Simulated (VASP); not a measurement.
# SnO2 (P2_1/c) in VASP: further runs, part 2 of 2

VASP 6.6.1.

### 4 Relaxation of the atoms, PBEsol (shear of c along a, cell held: +9.0 %)

Contents of INCAR:

```
SYSTEM = SnO2
ALGO = Normal
EDIFF = 1E-6
EDIFFG = -0.008
ENCUT = 520
GGA = PS
IBRION = 2
ISIF = 2
ISMEAR = 0
KPAR = 2
LASPH = .TRUE.
LCHARG = .FALSE.
LREAL = .FALSE.
LWAVE = .FALSE.
NELM = 100
NSW = 60
PREC = Accurate
SIGMA = 0.02
```

Contents of KPOINTS:

```
k-points
0
G
  6 6 8
  0 0 0
```

Contents of POSCAR:

```
SnO2
1.0
    4.7684401840      0.0000000000      0.0000000000
    0.0000000000      4.7684401840      0.0000000000
    0.2891156129      0.0000000000      3.2123956984
Sn O
2 4
Direct
    0.5000000000      0.5000000000      0.5000000000
    0.0000000000      0.0000000000      0.0000000000
    0.1959874310      0.8082455622      0.4922183168
    0.8040125690      0.1917544378      0.5077816832
    0.3040125690      0.3082455622      0.0077816832
    0.6959874310      0.6917544378     -0.0077816832
```

Potentials or basis: VASP PAW PBE potentials, release 64 (Sn_d, O).

Started as:

```sh
cat potpaw_PBE.64/Sn_d/POTCAR potpaw_PBE.64/O/POTCAR > POTCAR
mpirun -np 2 vasp_std > vasp.out
```

OUTCAR:

```text
SYSTEM = SnO2
   EDIFF = 1E-6
   EDIFFG = -0.008
   ENCUT = 520
   GGA = PS
   IBRION = 2
   ISIF = 2
   ISMEAR = 0
   LASPH = .TRUE.
   LREAL = .FALSE.
   NELM = 100
   NSW = 60
   PREC = Accurate

 ion  position               nearest neighbor table
   1  0.500  0.500  0.500-   5 2.03   6 2.03   4 2.07   3 2.07   6 2.12   5 2.12   2 3.64   2 3.64
                             2 3.64   2 3.64
   2  0.000  0.000  0.000-   4 2.03   3 2.03   6 2.07   5 2.07   4 2.12   3 2.12   1 3.64   1 3.64
                             1 3.64   1 3.64
   3  0.196  0.808  0.492-   2 2.03   1 2.07   2 2.12
   4  0.804  0.192  0.508-   2 2.03   1 2.07   2 2.12
   5  0.304  0.308  0.008-   1 2.03   2 2.07   1 2.12
   6  0.696  0.692  0.992-   1 2.03   2 2.07   1 2.12

  LATTYP: Found a simple monoclinic cell.
 ALAT       =     3.2253796615
 B/A-ratio  =     1.4784120583
 C/A-ratio  =     1.4784120583
 COS(beta)  =    -0.0896376995

  Lattice vectors:

 A1 = (   0.2891156129,   0.0000000000,   3.2123956984)
 A2 = (   0.0000000000,   4.7684401840,   0.0000000000)
 A3 = (  -4.7684401840,   0.0000000000,   0.0000000000)

Analysis of symmetry for initial positions (statically):
=====================================================================
 Subroutine PRICEL returns:
 Original cell was already a primitive cell.

 Routine SETGRP: Setting up the symmetry group for a
[... 296 lines left out ...]

[... ionic steps 4 to 9 ...]

--------------------------------------- Ionic step       10  -------------------------------------------

 number of electron      52.0000045 magnetization

------------------------ aborting loop because EDIFF is reached ----------------------------------------
[... 75 lines left out ...]
--------------------------------------- Ionic step       12  -------------------------------------------

 number of electron      52.0000045 magnetization

 Free energy of the ion-electron system (eV)
  ---------------------------------------------------
  ext. energy  EPLUGINS =         0.00000000
  ---------------------------------------------------
  free energy    TOTEN  =       -39.50681351 eV

  energy without entropy =      -39.50681351  energy(sigma->0) =      -39.50681351

 E-fermi :   5.9438     XC(G=0): -11.4333

 val. band max:        5.8163543452   @ k =   0.0000   0.0000   0.0000
 cond. band min:       6.6792356998   @ k =   0.0000   0.0000   0.0000
 fundamental gap:      0.8628813546
 Fermi energy:         5.9438437222

 k-point     1 :       0.0000    0.0000    0.0000
  band No.  band energies     occupation
      1     -15.2150      2.00000
      2     -14.4709      2.00000
      3     -14.2461      2.00000
      4     -14.2407      2.00000
      5     -14.2150      2.00000
      6     -14.1337      2.00000
[... 805 lines left out ...]
     30      12.6657      0.00000
     31      15.4465      0.00000

 [... further k-points ...]

------------------------ aborting loop because EDIFF is reached ----------------------------------------

  FORCE on cell =-STRESS in cart. coord.  units (eV):
  Direction    XX          YY          ZZ          XY          YZ          ZX
  --------------------------------------------------------------------------------------
  -------------------------------------------------------------------------------------
  Total        0.0745100      0.5191231      0.2049558      0.0000000      0.0000000     -3.5738451
  in kB        1.6343448     11.3867357      4.4956147      0.0000000      0.0000000    -78.3907087
  external PRESSURE =       5.8388984 kB  Pullay stress =       0.0000000 kB
[... 21 lines left out ...]
  FREE ENERGIE OF THE ION-ELECTRON SYSTEM (eV)
  ---------------------------------------------------
  free  energy   TOTEN  =       -39.5068135135 eV

  energy  without entropy=      -39.5068135135  energy(sigma->0) =      -39.50681351

 reached required accuracy - stopping structural energy minimisation
```

OSZICAR:

```text
N       E                     dE             d eps       ncg     rms          rms(c)
DAV:   1     0.645737664434E+03    0.64574E+03   -0.26367E+04  6970   0.261E+03
DAV:   2     0.531673771104E+02   -0.59257E+03   -0.57235E+03  7248   0.678E+02
[... 92 lines left out ...]
DAV:   1    -0.395055596216E+02    0.77833E-03   -0.53732E-01  7200   0.423E+00    0.136E-01
DAV:   2    -0.395068899671E+02   -0.13303E-02   -0.14136E-02  7859   0.805E-01    0.575E-02
DAV:   3    -0.395068435578E+02    0.46409E-04   -0.19613E-04  8033   0.112E-01    0.367E-02
DAV:   4    -0.395068105123E+02    0.33046E-04   -0.10622E-04  8491   0.951E-02    0.582E-03
DAV:   5    -0.395068136429E+02   -0.31306E-05   -0.33342E-05  7141   0.400E-02    0.537E-03
DAV:   6    -0.395068135135E+02    0.12941E-06   -0.35423E-07  4638   0.680E-03
  12 F= -.39506814E+02 E0= -.39506814E+02  d E =-.238800E-04
```

CONTCAR:

```text
SnO2
   1.00000000000000
     4.7684401840000001    0.0000000000000000    0.0000000000000000
     0.0000000000000000    4.7684401840000001    0.0000000000000000
     0.2891156129000000    0.0000000000000000    3.2123956983999999
  Sn              O
     2     4
Direct
     0.5000000000000000    0.5000000000000000    0.5000000000000000
     0.0000000000000000    0.0000000000000000    0.0000000000000000
     0.2013463165647698    0.8130943663016700    0.4876165141783969
     0.7986536834352302    0.1869056336983300    0.5123834858216032
     0.2986536834352303    0.3130943663016699    0.0123834858216030
     0.7013463165647698    0.6869056336983300    0.9876165141783968

  0.00000000E+00  0.00000000E+00  0.00000000E+00
  0.00000000E+00  0.00000000E+00  0.00000000E+00
  0.00000000E+00  0.00000000E+00  0.00000000E+00
  0.00000000E+00  0.00000000E+00  0.00000000E+00
  0.00000000E+00  0.00000000E+00  0.00000000E+00
  0.00000000E+00  0.00000000E+00  0.00000000E+00
```

Wall time 3.7 min (2 MPI ranks of Intel Xeon Platinum 8488C (Sapphire Rapids), shared host); peak memory 0.3 GiB.

What came out:

```
Free energy                  : -39.5068 eV
Energy gained by relaxing    : 0.9 meV/atom
Ionic steps                  : 12
Pressure after relaxing      : 0.6 GPa
Largest force after relaxing : 0.004 eV/Å
Band gap on the k mesh       : 0.86 eV
```

Forces on the atoms (eV/Å):
```
Sn   0.000  0.000  0.000
Sn   0.000  0.000  0.000
O    0.002 -0.002  0.002
O   -0.002  0.002 -0.002
O   -0.002 -0.002 -0.002
O    0.002  0.002  0.002
```

Stress tensor (GPa, compression positive):
```
 0.16  0.00 -7.84
 0.00  1.14  0.00
-7.84  0.00  0.45
```

The path:
| step | energy change (eV) | largest force (eV/Å) | pressure (GPa) |
| --- | --- | --- | --- |
| 1 | 0.0000 | 0.1662 | 1.01 |
| 2 | -0.0036 | 0.0644 | 0.76 |
| 3 | -0.0040 | 0.0481 | 0.65 |
| 4 | -0.0043 | 0.0186 | 0.67 |
| 5 | -0.0043 | 0.0200 | 0.68 |
| 6 | -0.0044 | 0.0193 | 0.67 |
| 7 | -0.0046 | 0.0172 | 0.67 |
| 8 | -0.0050 | 0.0132 | 0.64 |
| 9 | -0.0054 | 0.0121 | 0.59 |
| 10 | -0.0054 | 0.0141 | 0.56 |
| 11 | -0.0050 | 0.0667 | 0.69 |
| 12 | -0.0055 | 0.0037 | 0.58 |

Final structure:
```yaml
crystal:
  lattice:
    - [4.76844, 0.00000, 0.00000]
    - [0.00000, 4.76844, 0.00000]
    - [0.28912, 0.00000, 3.21240]
  atoms:
    - { symbol: Sn, position: [0.50000, 0.50000, 0.50000] }
    - { symbol: Sn, position: [0.00000, 0.00000, 0.00000] }
    - { symbol: O, position: [0.20135, 0.81309, 0.48762] }
    - { symbol: O, position: [0.79865, 0.18691, 0.51238] }
    - { symbol: O, position: [0.29865, 0.31309, 0.01238] }
    - { symbol: O, position: [0.70135, 0.68691, 0.98762] }
```

Caveat: the cell differs from its parent crystal (shear of c along a, cell held: +9.0 %); the PAW data sets were made with another functional, which shifts forces and pressure a little; spin-orbit coupling is left out, which moves the levels of the heavy elements.

### 5 Single point, PBEsol (shear of c along a, cell held: +9.0 %, then relaxed in part)

Contents of INCAR:

```
SYSTEM = SnO2
PREC     = Accurate       ! precision mode
ENCUT    = 520            ! plane-wave cutoff, eV
EDIFF    = 1E-6           ! SCF threshold, eV
ISMEAR   = 0              ! smearing method
SIGMA    = 0.02           ! smearing width, eV
LREAL    = .False.        ! projectors in reciprocal space
LASPH    = .True.         ! aspherical terms in the spheres
NELM     = 60             ! most SCF steps
ALGO     = Normal         ! electronic algorithm
ISIF     = 2              ! what is computed and relaxed
LWAVE    = .False.        ! write WAVECAR
LCHARG   = .False.        ! write CHGCAR
GGA      = PS             ! functional
NBANDS   = 35             ! bands
```

Contents of KPOINTS:

```
regular mesh
0
Gamma
  6 6 8
  0 0 0
```

Contents of POSCAR:

```
SnO2
1.0
    4.7684401840      0.0000000000      0.0000000000
    0.0000000000      4.7684401840      0.0000000000
    0.2891156129      0.0000000000      3.2123956984
Sn O
2 4
Direct
    0.5000000000      0.5000000000      0.5000000000
    0.0000000000      0.0000000000      0.0000000000
    0.2004947513      0.8123530773      0.4879870317
    0.7995052487      0.1876469227      0.5120129683
    0.2995052487      0.3123530773      0.0120129683
    0.7004947513      0.6876469227     -0.0120129683
```

Potentials or basis: VASP PAW PBE potentials, release 64 (Sn_d, O).

Started as:

```sh
cat potpaw_PBE.64/Sn_d/POTCAR potpaw_PBE.64/O/POTCAR > POTCAR
mpirun -np 1 vasp_std > vasp.out
```

OUTCAR:

```text
SYSTEM = SnO2
   PREC = Accurate
   ENCUT = 520
   EDIFF = 1E-6
   ISMEAR = 0
   LREAL = .False.
   LASPH = .True.
   NELM = 60
   ISIF = 2
   GGA = PS

 ion  position               nearest neighbor table
   1  0.500  0.500  0.500-   5 2.04   6 2.04   4 2.07   3 2.07   6 2.11   5 2.11   2 3.64   2 3.64
                             2 3.64   2 3.64
   2  0.000  0.000  0.000-   4 2.04   3 2.04   6 2.07   5 2.07   4 2.11   3 2.11   1 3.64   1 3.64
                             1 3.64   1 3.64
   3  0.200  0.812  0.488-   2 2.04   1 2.07   2 2.11
   4  0.800  0.188  0.512-   2 2.04   1 2.07   2 2.11
   5  0.300  0.312  0.012-   1 2.04   2 2.07   1 2.11
   6  0.700  0.688  0.988-   1 2.04   2 2.07   1 2.11

  LATTYP: Found a simple monoclinic cell.
 ALAT       =     3.2253796615
 B/A-ratio  =     1.4784120583
 C/A-ratio  =     1.4784120583
 COS(beta)  =    -0.0896376995

  Lattice vectors:

 A1 = (   0.2891156129,   0.0000000000,   3.2123956984)
 A2 = (   0.0000000000,   4.7684401840,   0.0000000000)
 A3 = (  -4.7684401840,   0.0000000000,   0.0000000000)

Analysis of symmetry for initial positions (statically):
=====================================================================
 Subroutine PRICEL returns:
 Original cell was already a primitive cell.

 Routine SETGRP: Setting up the symmetry group for a
 simple monoclinic supercell.

 Subroutine GETGRP returns: Found  4 space group operations
 (whereof  2 operations were pure point group operations)
 out of a pool of  4 trial point group operations.

The static configuration has the point symmetry S_2 .
 The point group associated with its full space group is C_2h.

Analysis of symmetry for dynamics (positions and initial velocities):
=====================================================================
 Subroutine PRICEL returns:
 Original cell was already a primitive cell.

 Routine SETGRP: Setting up the symmetry group for a
 simple monoclinic supercell.

[... 135 lines left out ...]
  Fermi-wavevector in a.u.,A,eV,Ry     =   1.461780  2.762364 29.072943  2.136801
  Thomas-Fermi vector in A             =   2.578071
   LORBIT       =      0    0 simple, 1 ext, 2 COOP (PROOUT), +10 PAW based schemes
   GGA     = PS    functional components
   LHFCALC =     F    Hartree Fock is set to
   AEXX    =    0.0000 exact exchange contribution
   IVDW    =     0    specifies the selected vdW correction
   LEPSILON=     F    determine dielectric tensor
   LRPA    =     F    only Hartree local field effects (RPA)
 non-spin polarized calculation
 Gauss-broadening in eV      SIGMA  =   0.02
  energy-cutoff  :      520.00
  volume of cell :       73.04
 maximum number of plane-waves:      1992
   NGX = 17   NGY = 17   NGZ = 11

 number of electron      52.0000047 magnetization

 Free energy of the ion-electron system (eV)
  ---------------------------------------------------
  ext. energy  EPLUGINS =         0.00000000
  ---------------------------------------------------
  free energy    TOTEN  =       -39.50675945 eV

  energy without entropy =      -39.50675945  energy(sigma->0) =      -39.50675945

 E-fermi :   5.9866     XC(G=0): -11.4329

 val. band max:        5.8207460727   @ k =   0.0000   0.0000   0.0000
 cond. band min:       6.6797189508   @ k =   0.0000   0.0000   0.0000
 fundamental gap:      0.8589728781
 Fermi energy:         5.9865666607

 k-point     1 :       0.0000    0.0000    0.0000
  band No.  band energies     occupation
      1     -15.2158      2.00000
      2     -14.4718      2.00000
      3     -14.2463      2.00000
      4     -14.2402      2.00000
      5     -14.2150      2.00000
      6     -14.1328      2.00000
[... 901 lines left out ...]
     34      17.5358      0.00000
     35      17.8124      0.00000

 [... further k-points ...]

------------------------ aborting loop because EDIFF is reached ----------------------------------------

  FORCE on cell =-STRESS in cart. coord.  units (eV):
  Direction    XX          YY          ZZ          XY          YZ          ZX
  --------------------------------------------------------------------------------------
  -------------------------------------------------------------------------------------
  Total        0.1080560      0.5212387      0.2464156      0.0000000      0.0000000     -3.6077989
  in kB        2.3701596     11.4331401      5.4050161      0.0000000      0.0000000    -79.1354711
  external PRESSURE =       6.4027719 kB  Pullay stress =       0.0000000 kB

 VOLUME and BASIS-vectors are now :
 -----------------------------------------------------------------------------
  energy-cutoff  :      520.00
  volume of cell :       73.04
      direct lattice vectors                 reciprocal lattice vectors
     4.768440184  0.000000000  0.000000000     0.209712183  0.000000000 -0.018874096
     0.000000000  4.768440184  0.000000000     0.000000000  0.209712183  0.000000000
     0.289115613  0.000000000  3.212395698     0.000000000  0.000000000  0.311294154

 POSITION                                       TOTAL-FORCE (eV/Angst)
 -----------------------------------------------------------------------------------
      2.52878      2.38422      1.60620         0.000000      0.000000      0.000000
      0.00000      0.00000      0.00000         0.000000      0.000000      0.000000
      1.09713      3.87366      1.56761         0.010139     -0.006275     -0.009124
      3.96042      0.89478      1.64479        -0.010139      0.006275      0.009124
      1.43165      1.48944      0.03859        -0.010139     -0.006275      0.009124
      3.62591      3.27900      3.17381         0.010139      0.006275     -0.009124
 -----------------------------------------------------------------------------------
    total drift:                                0.000000      0.000000      0.000000

  FREE ENERGIE OF THE ION-ELECTRON SYSTEM (eV)
  ---------------------------------------------------
  free  energy   TOTEN  =       -39.5067594501 eV

  energy  without entropy=      -39.5067594501  energy(sigma->0) =      -39.50675945
```

stdout:

```text
POSCAR found type information on POSCAR SnO
 POSCAR found :  2 types and       6 ions
 scaLAPACK will be used
 -----------------------------------------------------------------------------
|                                                                             |
|                                                                             |
|     You enforced a specific xc type in the INCAR file but a different       |
|     I HOPE YOU KNOW WHAT YOU ARE DOING!                                     |
|                                                                             |
 -----------------------------------------------------------------------------

 LDA part: xc-table for (Slater+PW92), standard interpolation
 POSCAR, INCAR and KPOINTS ok, starting setup
 FFT: planning ... GRIDC
 FFT: planning ... GRID_SOFT
 FFT: planning ... GRID
 WAVECAR not read
 entering main loop
```

It took 1.7 min on 1 thread of Intel Xeon Platinum 8488C (Sapphire Rapids), shared host; peak memory 0.32 GiB.

Results:

```yaml
Free_energy: -39.5068 eV
Pressure: 0.6 GPa
Largest_force: 0.015 eV/Å
Band_gap_on_the_k_mesh: 0.86 eV
```

Forces in eV/Å, atoms in the order of the input:
```
Sn   0.000  0.000  0.000
Sn   0.000  0.000  0.000
O    0.010 -0.006 -0.009
O   -0.010  0.006  0.009
O   -0.010 -0.006  0.009
O    0.010  0.006 -0.009
```

Levels at points of the mesh, in eV from the valence-band top:
| k point | band 22 | band 23 | band 24 | band 25 | band 26 | band 27 | band 28 | band 29 | band 30 | band 31 |
| --- | --- | --- | --- | --- | --- | --- | --- | --- | --- | --- |
| (0.00, 0.00, 0.00) | -1.39 | -1.28 | -0.78 | -0.73 | 0.00 | 0.86 | 5.77 | 5.79 | 5.92 | 10.14 |
| (0.50, 0.00, 0.00) | -1.96 | -1.27 | -1.27 | -0.59 | -0.59 | 3.99 | 3.99 | 6.57 | 6.57 | 10.44 |
| (0.00, 0.50, 0.00) | -2.07 | -1.34 | -1.34 | -0.59 | -0.59 | 4.06 | 4.06 | 6.79 | 6.79 | 10.44 |
| (0.50, 0.50, 0.00) | -1.97 | -1.40 | -1.40 | -0.90 | -0.90 | 4.44 | 4.44 | 7.04 | 7.04 | 10.59 |
| (0.00, 0.00, 0.50) | -2.68 | -1.69 | -1.69 | -1.22 | -1.22 | 5.77 | 5.77 | 9.06 | 9.06 | 10.19 |
| (0.50, 0.00, 0.50) | -1.80 | -1.38 | -1.00 | -0.74 | -0.53 | 5.85 | 6.28 | 7.35 | 8.11 | 10.29 |
| (0.00, 0.50, 0.50) | -1.70 | -1.14 | -1.14 | -0.71 | -0.71 | 6.01 | 6.01 | 7.55 | 7.55 | 10.55 |
| (0.50, 0.50, 0.50) | -2.34 | -1.08 | -1.08 | -0.71 | -0.71 | 4.46 | 4.46 | 8.47 | 8.47 | 10.42 |

Caveat: the cell differs from its parent crystal (shear of c along a, cell held: +9.0 %, then relaxed in part); the PAW data sets were made with another functional, which shifts forces and pressure a little; spin-orbit coupling is left out, which moves the levels of the heavy elements.

### 6 The runs side by side

```tsv
task	cell	gap on the mesh (eV)	pressure (GPa)	largest force (eV/Å)
single point	a = 4.768, b = 4.768, c = 3.216 Å, angles 90.0, 87.4, 90.0°, 6 atoms, atomic positions A	0.89	0.7	0.02
single point	a = 4.768, b = 4.768, c = 3.218 Å, angles 90.0, 86.6, 90.0°, 6 atoms, atomic positions B	0.88	0.6	0.02
relaxation of the atoms	atoms relaxed from a = 4.768, b = 4.768, c = 3.225 Å, angles 90.0, 84.9, 90.0°, 6 atoms, atomic positions B	0.86	0.6	-
single point	a = 4.768, b = 4.768, c = 3.225 Å, angles 90.0, 84.9, 90.0°, 6 atoms, atomic positions C	0.86	0.6	0.02
```

Alike in all rows: level PBEsol; potentials or basis VASP PAW PBE potentials, release 64 (Sn_d, O); no spin polarisation; k mesh 6 × 6 × 8; cutoff (eV) 520; smearing gaussian 0.02 eV.

Caveats: the PAW data sets were made with another functional, which shifts forces and pressure a little; spin-orbit coupling is left out, which moves the levels of the heavy elements.

Total energies depend on the potentials used, so only differences within one code and one set of settings carry meaning.
